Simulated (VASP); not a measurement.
# Cu (P6_3/mmc) in VASP: further runs

Cu is run at these levels: LDA, BLYP+D3(BJ); tasks: relaxation of cell and atoms.

Everything below comes from runs of VASP 6.6.1. Logs are shortened: lines on timing, memory, paths and dates and some standing lists are left out, and cuts for length are marked.

## Step 1: The cell of the first run

It takes space group P6_3/mmc (No. 194, hexagonal). Conventional cell: a = 2.531 Å, b = 2.531 Å, c = 8.262 Å, α = 90.00°, β = 90.00°, γ = 120.00°. Within 3.3 Å of Cu (site symmetry -3m) lie 12 Cu at 2.53 Å. Cu (site symmetry -6m2) has 12 Cu at 2.53 Å within 3.3 Å.

This isn't the form of Cu at room conditions, which is fcc.

## Step 2: Relaxation of cell and atoms, LDA

Input file INCAR:

```
PREC = Accurate ; ENCUT = 600
EDIFF = 1E-6 ; ISMEAR = -1
SIGMA = 0.05 ; LREAL = False
LASPH = True ; NELM = 100
ALGO = Normal ; ISIF = 3
LWAVE = False ; LCHARG = False
GGA = CA ; IBRION = 2
NSW = 80 ; EDIFFG = -0.03
```

Input file KPOINTS:

```
regular mesh
0
Gamma
  11 11 3
```

Input file POSCAR:

```
Cu
1.0
    2.5307600000      0.0000000000      0.0000000000
   -1.2653800000      2.1917100000      0.0000000000
    0.0000000000      0.0000000000      8.2618200000
Cu
4
Direct
    0.0000000000      0.0000000000      0.0000000000
    0.3333333333      0.6666666667      0.2500000000
    0.0000000000      0.0000000000      0.5000000000
    0.6666666667      0.3333333333      0.7500000000
```

Potentials or basis: VASP PAW LDA potentials, release 64 (Cu).

Run with:

```bash
> cat potpaw_LDA.64/Cu/POTCAR > POTCAR
> mpirun -np 1 vasp_std > vasp.out
```

OUTCAR:

```text
PREC = Accurate
   ENCUT = 600
   EDIFF = 1E-6
   ISMEAR = -1
   LREAL = False
   LASPH = True
   NELM = 100
   ISIF = 3
   GGA = CA
   IBRION = 2
   NSW = 80
   EDIFFG = -0.03

 ion  position               nearest neighbor table
   1  0.000  0.000  0.000-   2 2.53   4 2.53   4 2.53   2 2.53   4 2.53   2 2.53
   2  0.333  0.667  0.250-   1 2.53   3 2.53   1 2.53   3 2.53   1 2.53   3 2.53
   3  0.000  0.000  0.500-   2 2.53   4 2.53   4 2.53   2 2.53   4 2.53   2 2.53
   4  0.667  0.333  0.750-   1 2.53   3 2.53   1 2.53   3 2.53   1 2.53   3 2.53

  LATTYP: Found a hexagonal cell.
 ALAT       =     2.5307600000
 C/A-ratio  =     3.2645608434

  Lattice vectors:

 A1 = (   2.5307600000,   0.0000000000,   0.0000000000)
 A2 = (  -1.2653800000,   2.1917100000,   0.0000000000)
 A3 = (   0.0000000000,   0.0000000000,   8.2618200000)

Analysis of symmetry for initial positions (statically):
=====================================================================
 Subroutine PRICEL returns:
 Original cell was already a primitive cell.

 Routine SETGRP: Setting up the symmetry group for a
 hexagonal supercell.

 Subroutine GETGRP returns: Found 24 space group operations
 (whereof 12 operations were pure point group operations)
 out of a pool of 24 trial point group operations.

The static configuration has the point symmetry D_3d.
 The point group associated with its full space group is D_6h.

Analysis of symmetry for dynamics (positions and initial velocities):
=====================================================================
 Subroutine PRICEL returns:
 Original cell was already a primitive cell.

 Routine SETGRP: Setting up the symmetry group for a
 hexagonal supercell.

 Subroutine GETGRP returns: Found 24 space group operations
 (whereof 12 operations were pure point group operations)
 out of a pool of 24 trial point group operations.

The dynamic configuration has the point symmetry D_3d.
 The point group associated with its full space group is D_6h.

 Subroutine INISYM returns: Found 24 space group operations
 (whereof 12 operations are pure point group operations),
 and found     1 'primitive' translations

----------------------------------------------------------------------------------------

                                     Primitive cell

  volume of cell :      45.8258

  direct lattice vectors                    reciprocal lattice vectors
     2.530760000  0.000000000  0.000000000     0.395138219  0.228132372  0.000000000
    -1.265380000  2.191710000  0.000000000     0.000000000  0.456264743  0.000000000
     0.000000000  0.000000000  8.261820000     0.000000000  0.000000000  0.121038706

  length of vectors
     2.530760000  2.530766538  8.261820000     0.456265922  0.456264743  0.121038706

  position of ions in fractional coordinates (direct lattice)
     0.000000000  0.000000000  0.000000000
     0.333333333  0.666666667  0.250000000
     0.000000000  0.000000000  0.500000000
     0.666666667  0.333333333  0.750000000

  ion indices of the primitive-cell ions
   primitive index   ion index
                 1           1
                 2           2
                 3           3
                 4           4

----------------------------------------------------------------------------------------

 KPOINTS: regular mesh

Automatic generation of k-mesh.
 Grid dimensions read from file:
 generate k-points for:   11   11    3

 Generating k-lattice:

  Cartesian coordinates                     Fractional coordinates (reciprocal lattice)
     0.035921656  0.020739307  0.000000000     0.090909091 -0.000000000  0.000000000
     0.000000000  0.041478613  0.000000000     0.000000000  0.090909091  0.000000000
     0.000000000  0.000000000  0.040346235     0.000000000  0.000000000  0.333333333

  Length of vectors
     0.041478720  0.041478613  0.040346235

  Shift w.r.t. Gamma in fractional coordinates (k-lattice)
     0.000000000  0.000000000  0.000000000

 Subroutine IBZKPT returns following result:
 ===========================================

 Found     32 irreducible k-points:

 Following reciprocal coordinates:
            Coordinates               Weight
  0.000000  0.000000  0.000000      1.000000
  0.090909 -0.000000  0.000000      6.000000
  0.181818  0.000000  0.000000      6.000000
  0.272727  0.000000  0.000000      6.000000
  0.363636 -0.000000  0.000000      6.000000
  0.454545 -0.000000  0.000000      6.000000
[... 16 lines left out ...]
  0.090909  0.090909  0.333333     12.000000
  0.181818  0.090909  0.333333     24.000000
 [... further k-points ...]
   k-points           NKPTS =     32   k-points in BZ     NKDIM =     32   number of bands    NBANDS=     26
   number of dos      NEDOS =    301   number of ions     NIONS =      4
   total plane-waves  NPLWV =  28000
   dimension x,y,z NGX =    20 NGY =   20 NGZ =   70
   dimension x,y,z NGXF=    40 NGYF=   40 NGZF=  140
   ions per type =               4
   NGX,Y,Z   is equivalent  to a cutoff of  13.14, 13.14, 14.09 a.u.
   NGXF,Y,Z  is equivalent  to a cutoff of  26.28, 26.28, 28.17 a.u.
 SYSTEM =  unknown system
   PREC   = accura    normal or accurate (medium, high low for compatibility)
   ISTART =      0    job   : 0-new  1-cont  2-samecut
   ICHARG =      2    charge: 1-file 2-atom 10-const
   ISPIN  =      1    spin polarized calculation?
   LNONCOLLINEAR =      F non collinear calculations
   LSORBIT =      F    spin-orbit coupling
   LASPH  =      T    aspherical Exc in radial PAW
   ENCUT  =  600.0 eV  44.10 Ry    6.64 a.u.   5.05  5.05 16.50*2*pi/ulx,y,z
   NELM   =    100;   NELMIN=  2; NELMDL= -5     # of ELM steps
   EDIFF  = 0.1E-05   stopping-criterion for ELM
   LREAL  =      F    real-space projection
   EDIFFG = -.3E-01   stopping-criterion for IOM
   NSW    =     80    number of steps for IOM
   IBRION =      2    ionic relax: 0-MD 1-quasi-New 2-CG
   NFREE  =      1    steps in history (QN), initial steepest desc. (CG)
   ISIF   =      3    stress and relaxation
   ISYM   =      2    0-nonsym 1-usesym 2-fastsym
   POTIM  = 0.5000    time-step for ionic-motion
   TEBEG  =    0.0;   TEEND  =   0.0 temperature during run
   PSTRESS=    0.0 pullay stress
   NELECT =      44.0000    total number of electrons
   NUPDOWN=      -1.0000    fix difference up-down
   EMIN   =  10.00;   EMAX   =-10.00  energy-range for DOS
   EFERMI =   0.00;   METHOD = LEGACY
   ISMEAR =    -1;   SIGMA  =   0.05  broadening in eV -4-tet -1-fermi 0-gaus
   EFERMI_NEDOS =   21; number of points for ismear=-14 and -15
   IALGO  =     38    algorithm
   IMIX   =      4    mixing-type and parameters
     AMIX     =   0.40;   BMIX     =  1.00
     AMIX_MAG =   1.60;   BMIX_MAG =  1.00
  volume/ion in A,a.u.               =      11.46        77.31
  Fermi-wavevector in a.u.,A,eV,Ry     =   1.615062  3.052024 35.489769  2.608424
  Thomas-Fermi vector in A             =   2.709870
   LORBIT       =      0    0 simple, 1 ext, 2 COOP (PROOUT), +10 PAW based schemes
   GGA     = CA    functional components
   LHFCALC =     F    Hartree Fock is set to
   AEXX    =    0.0000 exact exchange contribution
   IVDW    =     0    specifies the selected vdW correction
   LEPSILON=     F    determine dielectric tensor
   LRPA    =     F    only Hartree local field effects (RPA)
 conjugate gradient relaxation of ions
 non-spin polarized calculation
  energy-cutoff  :      600.00
  volume of cell :       45.83
 maximum number of plane-waves:      1546
   NGX = 11   NGY = 11   NGZ = 33

--------------------------------------- Ionic step        1  -------------------------------------------

 number of electron      43.9999995 magnetization

 Free energy of the ion-electron system (eV)
  ---------------------------------------------------
  ext. energy  EPLUGINS =         0.00000000
  ---------------------------------------------------
  free energy    TOTEN  =       -18.76529453 eV

  energy without entropy =      -18.75208668  energy(sigma->0) =      -18.75869060

------------------------ aborting loop because EDIFF is reached ----------------------------------------

  FORCE on cell =-STRESS in cart. coord.  units (eV):
  Direction    XX          YY          ZZ          XY          YZ          ZX
  --------------------------------------------------------------------------------------
  -------------------------------------------------------------------------------------
  Total       -2.3346544     -2.3346705     -1.7934470      0.0000000      0.0000000      0.0000000
  in kB      -81.6250398    -81.6256021    -62.7031501      0.0000000      0.0000000      0.0000000
  external PRESSURE =     -75.3179307 kB  Pullay stress =       0.0000000 kB
[... 95 lines left out ...]
  FREE ENERGIE OF THE ION-ELECTRON SYSTEM (eV)
  ---------------------------------------------------
  free  energy   TOTEN  =       -18.8204252873 eV

  energy  without entropy=      -18.8086944242  energy(sigma->0) =      -18.81455986

[... ionic steps 4 to 7 ...]

--------------------------------------- Ionic step        8  -------------------------------------------

 number of electron      44.0000009 magnetization

------------------------ aborting loop because EDIFF is reached ----------------------------------------

  FORCE on cell =-STRESS in cart. coord.  units (eV):
  Direction    XX          YY          ZZ          XY          YZ          ZX
  --------------------------------------------------------------------------------------
  -------------------------------------------------------------------------------------
  Total       -0.2024590     -0.2024603     -0.0618109      0.0000000     -0.0000000      0.0000000
  in kB       -7.4162307     -7.4162800     -2.2641823      0.0000000     -0.0000000      0.0000000
  external PRESSURE =      -5.6988977 kB  Pullay stress =       0.0000000 kB
[... 61 lines left out ...]
  energy  without entropy=      -18.8088062458  energy(sigma->0) =      -18.81474355

--------------------------------------- Ionic step       10  -------------------------------------------

 number of electron      44.0000007 magnetization

 Free energy of the ion-electron system (eV)
  ---------------------------------------------------
  ext. energy  EPLUGINS =         0.00000000
  ---------------------------------------------------
  free energy    TOTEN  =       -18.82080834 eV

  energy without entropy =      -18.80871841  energy(sigma->0) =      -18.81476337

 E-fermi :   8.4492     XC(G=0): -13.5701

 val. band max:        8.4464839795   @ k =   0.2727   0.1818   0.0000
 cond. band min:       8.5102325367   @ k =   0.2727   0.1818   0.0000
 fundamental gap:      0.0637485571
 Fermi energy:         8.4492191241

 k-point     1 :       0.0000    0.0000    0.0000
  band No.  band energies     occupation
      1      -1.5970      2.00000
      2       0.6049      2.00000
      3       0.6079      2.00000
      4       2.7579      2.00000
      5       4.7290      2.00000
      6       4.7368      2.00000
[... 685 lines left out ...]
     25      15.2703      0.00000
     26      18.7397      0.00000

 [... further k-points ...]
[... 5 lines left out ...]
  --------------------------------------------------------------------------------------
  -------------------------------------------------------------------------------------
  Total        0.0455293      0.0455296      0.0240661     -0.0000000      0.0000000      0.0000000
  in kB        1.6705756      1.6705866      0.8830409     -0.0000000      0.0000000      0.0000000
  external PRESSURE =       1.4080677 kB  Pullay stress =       0.0000000 kB
[... 19 lines left out ...]
  FREE ENERGIE OF THE ION-ELECTRON SYSTEM (eV)
  ---------------------------------------------------
  free  energy   TOTEN  =       -18.8208083377 eV

  energy  without entropy=      -18.8087184106  energy(sigma->0) =      -18.81476337

 reached required accuracy - stopping structural energy minimisation
```

It took 1.8 min on 1 thread of Intel Xeon 6975P-C (Granite Rapids), shared host; peak memory 0.17 GiB.

What came out:

| Property | Result |
| --- | --- |
| Free energy | -18.8208 eV |
| Relaxed volume | 10.92 Å³/atom |
| Relaxed cell | a = 2.483 Å, b = 2.483 Å, c = 8.176 Å, α = 90.00°, β = 90.00°, γ = 120.00° |
| Space group after relaxing (to 0.1 Å) | P6_3/mmc (No. 194) |
| Energy gained by relaxing | 13.9 meV/atom |
| Ionic steps | 10 |
| Pressure after relaxing | 0.1 GPa |
| Band gap on the k mesh | zero (bands 22 and 23 overlap by 4.70 eV) |

The path:
```
step  energy change (eV)  largest force (eV/Å)  pressure (GPa)  volume (Å³)
   1              0.0000                0.0000           -7.53        45.83
   2             -0.0298                0.0000            6.13        42.35
   3             -0.0551                0.0000            0.02        43.68
   4             -0.0551                0.0000            0.00        43.63
   5             -0.0484                0.0000            3.18        42.99
   6             -0.0550                0.0000            0.51        43.59
   7             -0.0554                0.0000           -0.54        43.79
   8             -0.0554                0.0000           -0.57        43.74
   9             -0.0554                0.0000           -0.27        43.70
  10             -0.0555                0.0000            0.14        43.67
```

Final structure:
```cif
data_structure
_symmetry_space_group_name_H-M 'P 1'
_symmetry_Int_Tables_number 1
_cell_length_a 2.4833
_cell_length_b 2.4833
_cell_length_c 8.1761
_cell_angle_alpha 90.000
_cell_angle_beta 90.000
_cell_angle_gamma 120.000
_cell_volume 43.67
loop_
_atom_site_label
_atom_site_type_symbol
_atom_site_fract_x
_atom_site_fract_y
_atom_site_fract_z
_atom_site_occupancy
Cu1 Cu 0.00000 0.00000 0.00000 1
Cu2 Cu 0.33333 0.66667 0.25000 1
Cu3 Cu 0.00000 0.00000 0.50000 1
Cu4 Cu 0.66667 0.33333 0.75000 1
```

## Step 3: Relaxation of cell and atoms, BLYP+D3(BJ)

Input file INCAR:

```
PREC = Accurate
ENCUT = 600
EDIFF = 1E-6
ISMEAR = -1
SIGMA = 0.05
LREAL = False
LASPH = True
NELM = 80
ALGO = Normal
ISIF = 3
LWAVE = False
LCHARG = False
GGA = B5
ALDAX = 1.0
AGGAX = 1.0
AGGAC = 1.0
ALDAC = 0.0
IVDW = 12
VDW_S6 = 1.0
VDW_S8 = 2.6996
VDW_A1 = 0.4298
VDW_A2 = 4.2359
IBRION = 2
NSW = 80
EDIFFG = -0.03
```

Input file KPOINTS:

```
Automatic mesh
0
Gamma
  11 11 3
```

POSCAR is that of step 2.

Potentials or basis: VASP PAW PBE potentials, release 64 (Cu).

Run with:

```bash
> cat potpaw_PBE.64/Cu/POTCAR > POTCAR
> mpirun -np 1 vasp_std > vasp.out
```

It took 2.1 min on 1 thread of Intel Xeon 6975P-C (Granite Rapids), shared host; peak memory 0.2 GiB.

The run converged. Its results:

* Free energy: -17.1354 eV
* Relaxed volume: 11.15 Å³/atom
* Relaxed cell: a = 2.499 Å, b = 2.499 Å, c = 8.248 Å, α = 90.00°, β = 90.00°, γ = 120.00°
* Space group after relaxing (to 0.1 Å): P6_3/mmc (No. 194)
* Energy gained by relaxing: 4.5 meV/atom
* Ionic steps: 6
* Pressure after relaxing: 0.2 GPa
* Band gap on the k mesh: zero (bands 22 and 23 overlap by 4.76 eV)
* Dispersion energy per atom: -1.400 eV

Stress tensor (GPa, compression positive):
```
0.28 0.00 0.00
0.00 0.28 0.00
0.00 0.00 0.03
```

The path:
```
step  energy change (eV)  largest force (eV/Å)  pressure (GPa)  volume (Å³)
   1              0.0000                0.0000           -4.26        45.83
   2             -0.0103                0.0000            3.01        43.83
   3             -0.0175                0.0000           -0.01        44.60
   4             -0.0175                0.0000            0.23        44.57
   5             -0.0181                0.0000            0.81        44.59
   6             -0.0181                0.0000            0.20        44.61
```

Final structure:
```
Cu
1.0
     2.49886    0.00000    0.00000
    -1.24943    2.16408    0.00000
     0.00000    0.00000    8.24838
Cu
4
Cartesian
  0.0000 0.0000 8.2484
  0.0000 1.4427 2.0621
  0.0000 0.0000 4.1242
  1.2494 0.7214 6.1863
```

Levels at points of the mesh, in eV from the Fermi level:
| k point | band 18 | band 19 | band 20 | band 21 | band 22 | band 23 | band 24 | band 25 | band 26 |
| --- | --- | --- | --- | --- | --- | --- | --- | --- | --- |
| (0.00, 0.00, 0.00) | -2.43 | -2.43 | -2.27 | -2.27 | -1.96 | -1.96 | -1.21 | 3.73 | 12.61 |

Caveat: the dispersion term is far too large for a dense solid, which distorts pressure and volume; the PAW data sets were made with another functional, which shifts forces and pressure a little.

The gap in the log of VASP goes by the Fermi energy; the results here count the filled bands.